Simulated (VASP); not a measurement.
Here is a VASP 6.6.1 calculation.

The input INCAR:

```
SYSTEM = Cr
PREC = Accurate
ENCUT = 600
EDIFF = 1E-7
ISMEAR = 0
SIGMA = 0.1
LREAL = .FALSE.
LASPH = .TRUE.
NELM = 100
ALGO = Normal
ISIF = 4
LWAVE = .FALSE.
LCHARG = .FALSE.
GGA = PE
IBRION = 2
NSW = 50
EDIFFG = -0.01
```

KPOINTS

```
regular mesh
0
G
  21 21 10
  0 0 0
```

The input POSCAR:

```
Cr
1.0
    2.4366012439      0.0000000000      0.0000000000
   -1.2183006220      2.1101585761      0.0000000000
    0.0000000000      0.0000000000      4.3563997462
Cr
2
Direct
    0.3333333333      0.6666666667      0.2500000000
    0.6666666667      0.3333333333      0.7500000000
```

Potentials or basis: VASP PAW PBE potentials, release 64 (Cr_pv).

Launch:

```bash
$ cat potpaw_PBE.64/Cr_pv/POTCAR > POTCAR
$ mpirun -np 1 vasp_std > vasp.out
```

Q: Predict the band gap on the k mesh.

A: Zero (band 12 reaches 12.26 eV, above the bottom of band 13 at 10.87 eV).

Final structure:
```xyz
2
Lattice="2.4392 0.0000 0.0000 -1.2196 2.1124 0.0000 0.0000 0.0000 4.3472" Properties=species:S:1:pos:R:3 pbc="T T T"
Cr    0.0000    1.4083    1.0868
Cr    1.2196    0.7041    3.2604
```

Caveat: the run has no spin polarisation, though such a crystal can be magnetic. Spin polarisation is off, so any magnetic state and its effect on volume and gap are missing.
